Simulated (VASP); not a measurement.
A run of VASP 6.6.1 is set up as follows.

The input INCAR:

```
PREC = Accurate
ENCUT = 520
EDIFF = 1E-8
ISMEAR = -1
SIGMA = 0.05
LREAL = False
LASPH = True
NELM = 100
ALGO = Normal
ISIF = 2
LWAVE = False
LCHARG = False
GGA = PE
LEFG = True
NBANDS = 11
```

The input KPOINTS:

```
regular mesh
0
Gamma
  10 10 10
```

POSCAR

```
Ca
1.0
   -2.2548348694      2.2548348694      2.2548348694
    2.2548348694     -2.2548348694      2.2548348694
    2.2548348694      2.2548348694     -2.2548348694
Ca
1
Direct
    0.0000000000      0.0000000000      0.0000000000
```

Potentials or basis: VASP PAW PBE potentials, release 64 (Ca_sv).

The run is started by

```sh
$ cat potpaw_PBE.64/Ca_sv/POTCAR > POTCAR
$ mpirun -np 1 vasp_std > vasp.out
```

(1) What does it give for the pressure?

(2) What does it give for the band gap on the k mesh?

Answers

(1) -1.2 GPa.

(2) zero (bands 5 and 6 overlap by 0.29 eV).
